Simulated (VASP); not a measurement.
Input of a VASP 6.6.1 run:

The input INCAR:

```
SYSTEM = C
ALGO = Normal ; EDIFF = 1E-6
ENCUT = 520 ; GGA = RP
ISIF = 2 ; ISMEAR = -1
LASPH = .TRUE. ; LCHARG = .FALSE.
LREAL = .FALSE. ; LWAVE = .FALSE.
NBANDS = 16 ; NELM = 60
PREC = Accurate ; SIGMA = 0.05
```

KPOINTS

```
k-points
0
G
  12 12 7
  0 0 0
```

File POSCAR:

```
C
1.0
    2.5570014671      0.0000000000      0.0000000000
   -1.2785007336      2.2144282280      0.0000000000
    0.0000000000      0.0000000000      4.2542523398
C
4
Direct
    0.3333333333      0.6666666667      0.0626895848
    0.6666666667      0.3333333333      0.5626895848
    0.3333333333      0.6666666667      0.4373104152
    0.6666666667      0.3333333333      0.9373104152
```

Potentials or basis: VASP PAW PBE potentials, release 64 (C).

The run is started by

```bash
$ cat potpaw_PBE.64/C/POTCAR > POTCAR
$ mpirun -np 1 vasp_std > vasp.out
```

**Question.** Estimate the largest force.

**Answer.** 0.038 eV/Å.

**Question.** Estimate the pressure.

**Answer.** -14.9 GPa.

**Question.** What does it give for the band gap on the k mesh?

**Answer.** 3.58 eV, indirect (least direct gap 4.87 eV).

Forces in eV/Å, atoms in the order of the input:
```
C    0.000  0.000 -0.038
C    0.000  0.000 -0.038
C    0.000  0.000  0.038
C    0.000  0.000  0.038
```

Caveat: the PAW data sets were made with another functional, which shifts forces and pressure a little. A k mesh can miss the band edges.
